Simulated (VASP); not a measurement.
# FeO (Fm-3m) in VASP: notebook

The runs below take FeO through single point, with BLYP+D4, PBE+D4.

Program: VASP 6.6.1. These are calculated values, not measurements. Logs are shortened: lines on timing, memory, paths and dates and some standing lists are left out, and cuts for length are marked.

## (1) The cell of the first run

Symmetry: Fm-3m, No. 225, cubic system. The conventional cell has a = 4.253 Å, b = 4.253 Å, c = 4.253 Å, α = 90.00°, β = 90.00°, γ = 90.00°. Fe (site symmetry m-3m) has 6 O at 2.13 Å within 2.8 Å. Within 2.8 Å of O (site symmetry m-3m) lie 6 Fe at 2.13 Å.

## (2) Single point, BLYP+D4, collinear spin, ferromagnetic start

INCAR

```
PREC = Accurate
ENCUT = 700
EDIFF = 1E-6
ISMEAR = -1
SIGMA = 0.05
LREAL = F
LASPH = T
NELM = 200
ALGO = Normal
ISIF = 2
LWAVE = F
LCHARG = T
ISPIN = 2
MAGMOM = 3 0
LORBIT = 11
LMAXMIX = 4
GGA = B5
ALDAX = 1.0
AGGAX = 1.0
AGGAC = 1.0
ALDAC = 0.0
IVDW = 13
VDW_S6 = 1.0
VDW_S8 = 2.34076671
VDW_A1 = 0.44488865
VDW_A2 = 4.0933009
LELF = T
LVHAR = T
NBANDS = 22
GGA_COMPAT = F
```

KPOINTS

```
regular mesh
0
Gamma
  11 11 11
```

POSCAR

```
FeO
1.0
    0.0000000000      2.1262694020      2.1262694020
    2.1262694020      0.0000000000      2.1262694020
    2.1262694020      2.1262694020      0.0000000000
Fe O
1 1
Direct
    0.0000000000      0.0000000000      0.0000000000
    0.5000000000      0.5000000000      0.5000000000
```

Potentials or basis: VASP PAW PBE potentials, release 64 (Fe_sv, O).

Launch:

```
> cat potpaw_PBE.64/Fe_sv/POTCAR potpaw_PBE.64/O/POTCAR > POTCAR
> mpirun -np 1 vasp_std > vasp.out
```

OUTCAR:

```text
PREC = Accurate
   ENCUT = 700
   EDIFF = 1E-6
   ISMEAR = -1
   LREAL = F
   LASPH = T
   NELM = 200
   ISIF = 2
   ISPIN = 2
   LORBIT = 11
   GGA = B5
   IVDW = 13

 ion  position               nearest neighbor table
   1  0.000  0.000  0.000-   2 2.13   2 2.13   2 2.13   2 2.13   2 2.13   2 2.13
   2  0.500  0.500  0.500-   1 2.13   1 2.13   1 2.13   1 2.13   1 2.13   1 2.13

  LATTYP: Found a face centered cubic cell.
 ALAT       =     4.2525388040

  Lattice vectors:

 A1 = (   0.0000000000,   2.1262694020,   2.1262694020)
 A2 = (   2.1262694020,   0.0000000000,   2.1262694020)
 A3 = (   2.1262694020,   2.1262694020,   0.0000000000)

Analysis of symmetry for initial positions (statically):
=====================================================================
 Subroutine PRICEL returns:
 Original cell was already a primitive cell.

 Routine SETGRP: Setting up the symmetry group for a
 face centered cubic supercell.

 Subroutine GETGRP returns: Found 48 space group operations
 (whereof 48 operations were pure point group operations)
 out of a pool of 48 trial point group operations.

The static configuration has the point symmetry O_h .

Analysis of symmetry for dynamics (positions and initial velocities):
=====================================================================
 Subroutine PRICEL returns:
 Original cell was already a primitive cell.

 Routine SETGRP: Setting up the symmetry group for a
 face centered cubic supercell.

 Subroutine GETGRP returns: Found 48 space group operations
 (whereof 48 operations were pure point group operations)
 out of a pool of 48 trial point group operations.

The dynamic configuration has the point symmetry O_h .

Analysis of structural, dynamic, and magnetic symmetry:
=====================================================================
 Subroutine PRICEL returns:
 Original cell was already a primitive cell.

 Routine SETGRP: Setting up the symmetry group for a
 face centered cubic supercell.

 Subroutine GETGRP returns: Found 48 space group operations
 (whereof 48 operations were pure point group operations)
 out of a pool of 48 trial point group operations.

The overall configuration has the point symmetry O_h .

 Subroutine INISYM returns: Found 48 space group operations
 (whereof 48 operations are pure point group operations),
 and found     1 'primitive' translations

----------------------------------------------------------------------------------------
[... 115 lines left out ...]
  Fermi-wavevector in a.u.,A,eV,Ry     =   1.712330  3.235834 39.893284  2.932074
  Thomas-Fermi vector in A             =   2.790279
   LORBIT       =     11    0 simple, 1 ext, 2 COOP (PROOUT), +10 PAW based schemes
   GGA     = B5    functional components
   LHFCALC =     F    Hartree Fock is set to
   AEXX    =    0.0000 exact exchange contribution
   IVDW    =    13    specifies the selected vdW correction
   LEPSILON=     F    determine dielectric tensor
   LRPA    =     F    only Hartree local field effects (RPA)
 spin polarized calculation
  energy-cutoff  :      700.00
  volume of cell :       19.23
 maximum number of plane-waves:       869
 NGX is ok and might be reduce to    28
   NGX = 13   NGY = 13   NGZ = 13

 number of electron      22.0000012 magnetization       3.9962664

 Free energy of the ion-electron system (eV)
  ---------------------------------------------------
  ext. energy  EPLUGINS =         0.00000000
  ---------------------------------------------------
  free energy    TOTEN  =       -13.92926060 eV

  energy without entropy =      -13.91740459  energy(sigma->0) =      -13.92333260

 E-fermi :  10.6633     XC(G=0): -12.1942

 val. band max:       10.6630876316   @ k =  -0.2727   0.3636   0.0909
 cond. band min:      10.6686905253   @ k =  -0.3636   0.2727   0.0909
 fundamental gap:      0.0056028938
 Fermi energy:        10.6632553336

 spin component 1

 k-point     1 :       0.0000    0.0000    0.0000
  band No.  band energies     occupation
      1     -78.7115      1.00000
      2     -44.9529      1.00000
      3     -44.9529      1.00000
      4     -44.9529      1.00000
      5     -10.2491      1.00000
      6       6.7202      1.00000
[... 589 lines left out ...]
     21      37.9377      0.00000
     22      39.7563      0.00000

 [... further k-points ...]

 spin component 2

 k-point     1 :       0.0000    0.0000    0.0000
  band No.  band energies     occupation
      1     -74.6128      1.00000
      2     -40.9804      1.00000
      3     -40.9804      1.00000
      4     -40.9804      1.00000
      5      -9.7012      1.00000
      6       7.3086      1.00000
[... 589 lines left out ...]
     21      38.5855      0.00000
     22      40.4707      0.00000

 [... further k-points ...]

------------------------ aborting loop because EDIFF is reached ----------------------------------------

  DFT-D4 for vdW energy calculation

  Edisp (eV):   -0.94404

  FORCE on cell =-STRESS in cart. coord.  units (eV):
  Direction    XX          YY          ZZ          XY          YZ          ZX
  --------------------------------------------------------------------------------------
  -------------------------------------------------------------------------------------
  Total       0.94930     0.94930     0.94930    -0.00000     0.00000    -0.00000
  in kB      79.10970    79.10970    79.10970    -0.00000     0.00000    -0.00000
  external pressure =       79.11 kB  Pullay stress =        0.00 kB

 VOLUME and BASIS-vectors are now :
 -----------------------------------------------------------------------------
  energy-cutoff  :      700.00
  volume of cell :       19.23
      direct lattice vectors                 reciprocal lattice vectors
     0.000000000  2.126269402  2.126269402    -0.235153645  0.235153645  0.235153645
     2.126269402  0.000000000  2.126269402     0.235153645 -0.235153645  0.235153645
     2.126269402  2.126269402  0.000000000     0.235153645  0.235153645 -0.235153645

 POSITION                                       TOTAL-FORCE (eV/Angst)
 -----------------------------------------------------------------------------------
      0.00000      0.00000      0.00000         0.000000     -0.000000      0.000000
      2.12627      2.12627      2.12627        -0.000000      0.000000     -0.000000
 -----------------------------------------------------------------------------------
    total drift:                                0.000000      0.000000      0.000000

  FREE ENERGIE OF THE ION-ELECTRON SYSTEM (eV)
  ---------------------------------------------------
  free  energy   TOTEN  =       -14.8733048231 eV

  energy  without entropy=      -14.8614488072  energy(sigma->0) =      -14.86737682

 total charge

# of ion       s       p       d       tot
------------------------------------------
    1        2.106   5.998   5.555  13.659
    2        1.545   3.489   0.000   5.033
--------------------------------------------------
tot          3.650   9.487   5.555  18.693

 magnetization (x)

# of ion       s       p       d       tot
------------------------------------------
    1        0.014   0.010   3.433   3.456
    2        0.032   0.292   0.000   0.324
--------------------------------------------------
tot          0.046   0.302   3.433   3.781
```

It took 45 s on 1 thread of Intel Xeon 6975P-C (Granite Rapids), shared host; peak memory 0.21 GiB.

Results:

```
Free energy                                           : -14.8733 eV
Pressure                                              : 7.9 GPa
Band gap on the k mesh                                : zero (filled and empty bands overlap)
Net moment                                            : 4.00 μB per cell
Site moments                                          : Fe +3.46; O +0.32 μB
Valence electrons inside the program's atomic spheres : Fe 13.66; O 5.03
Dispersion energy per atom                            : -0.472 eV
```

Caveat: the cell stands under pressure; the PAW data sets were made with another functional, which shifts forces and pressure a little; a cell with one magnetic atom can't hold antiferromagnetic order, which such compounds often take; semilocal functionals often make such compounds metallic where correlation or magnetic order opens a gap, which also shifts bond lengths. With open d or f shells a metallic result of BLYP can be an artefact of self-interaction; +U or a hybrid may open a gap.

## (3) Single point, PBE+D4, collinear spin, ferromagnetic start

This run uses another cell than the first one, of 10.61 Å³/atom.

INCAR

```
SYSTEM = FeO
PREC = Accurate ; ENCUT = 700
EDIFF = 1E-6 ; ISMEAR = -1
SIGMA = 0.05 ; LREAL = .False.
LASPH = .True. ; NELM = 200
ALGO = Normal ; ISIF = 2
LWAVE = .False. ; LCHARG = .False.
ISPIN = 2 ; MAGMOM = 3 0
LORBIT = 11 ; LMAXMIX = 4
GGA = PE ; IVDW = 13
NBANDS = 22 ; GGA_COMPAT = .False.
```

KPOINTS

```
regular mesh
0
Gamma
  11 11 11
  0 0 0
```

POSCAR

```
FeO
1.0
    0.0000000000      2.1976734774      2.1976734774
    2.1976734774      0.0000000000      2.1976734774
    2.1976734774      2.1976734774      0.0000000000
Fe O
1 1
Direct
    0.0000000000      0.0000000000      0.0000000000
    0.5000000000      0.5000000000      0.5000000000
```

Potentials or basis: VASP PAW PBE potentials, release 64 (Fe_sv, O).

Launch:

```
> cat potpaw_PBE.64/Fe_sv/POTCAR potpaw_PBE.64/O/POTCAR > POTCAR
> mpirun -np 1 vasp_std > vasp.out
```

It took 51 s on 1 thread of AMD EPYC 9R45 (Zen 5), shared host; peak memory 0.18 GiB.

Results (log left out):

| Property | Result |
| --- | --- |
| Free energy | -15.6441 eV |
| Pressure | -14.5 GPa |
| Band gap on the k mesh | zero (filled and empty bands overlap) |
| Net moment | 4.00 μB per cell |
| Site moments | Fe +3.48; O +0.28 μB |
| Valence electrons inside the program's atomic spheres | Fe 13.59; O 4.96 |
| Dispersion energy per atom | -0.320 eV |

Levels at points of the mesh, in eV from the Fermi level:
Spin up:
| k point | band 9 | band 10 | band 11 | band 12 | band 13 | band 14 | band 15 | band 16 | band 17 | band 18 |
| --- | --- | --- | --- | --- | --- | --- | --- | --- | --- | --- |
| (0.00, 0.00, 0.00) | -3.67 | -3.67 | -3.67 | -3.67 | -3.67 | -0.30 | 15.04 | 16.47 | 16.47 | 16.47 |
Spin down:
```csv
k point,band 6,band 7,band 8,band 9,band 10,band 11,band 12,band 13
"(0.00, 0.00, 0.00)",-3.15,-3.15,-3.15,-0.66,-0.66,-0.66,0.24,0.24
```

Caveat: the cell stands under tension; a cell with one magnetic atom can't hold antiferromagnetic order, which such compounds often take; semilocal functionals often make such compounds metallic where correlation or magnetic order opens a gap, which also shifts bond lengths.
